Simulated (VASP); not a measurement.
**Ge: single point with PBE**

Crystal: Ge.

```
Ge
1.0
     0.00000    2.94192    2.82877
     2.94192    0.00000    2.82877
     2.94192    2.94192    0.00000
Ge
2
Direct
  0.50000 0.50000 0.50000
  0.75000 0.75000 0.75000
```

This cell differs from its parent crystal: strain +0.040 along x and y, +0.000 along z.

- Program: VASP 6.6.1
- Task: single point
- Functional: PBE
- Potentials or basis: VASP PAW PBE potentials, release 64 (Ge_d)
- Cutoff: 500 eV
- k mesh: 14 × 14 × 14
- Occupations: gaussian, width 0.15 eV
- Spin: no spin polarisation
- Dipole correction: no
- Further INCAR settings: ALGO = Normal; EDIFF = 1e-06; NBANDS = 21

```json
{"Pressure": "-1.5 GPa", "Band gap on the k mesh": "zero (bands 14 and 15 overlap by 0.04 eV)"}
```

Stress tensor (GPa, compression positive):
```
-2.25  0.00  0.00
 0.00 -2.25  0.00
 0.00  0.00  0.12
```

Levels at points of the mesh, in eV from the Fermi level:
```tsv
k point	band 10	band 11	band 12	band 13	band 14	band 15	band 16	band 17	band 18	band 19
(0.00, 0.00, 0.00)	-24.49	-12.18	-0.66	-0.07	-0.07	0.20	2.41	2.60	2.60	6.26
(0.50, 0.00, 0.00)	-24.46	-10.28	-7.24	-1.43	-1.11	-0.05	3.61	3.85	7.11	9.99
(0.50, 0.50, 0.00)	-24.47	-8.48	-8.48	-2.96	-2.96	0.67	0.67	8.92	8.92	10.95
(0.50, 0.00, 0.50)	-24.46	-8.64	-8.64	-2.70	-2.70	0.96	0.96	8.80	8.80	10.72
```

It took 3.5 min on 1 thread of Intel(R) Xeon(R) Platinum 8259CL CPU @ 2.50GHz (Skylake/Cascade Lake) (shared host), peak memory 0.3 GiB.

Caveat: the cell differs from its parent crystal (strain +0.040 along x and y, +0.000 along z); semilocal functionals underestimate gaps, so a narrow gap can read as zero.
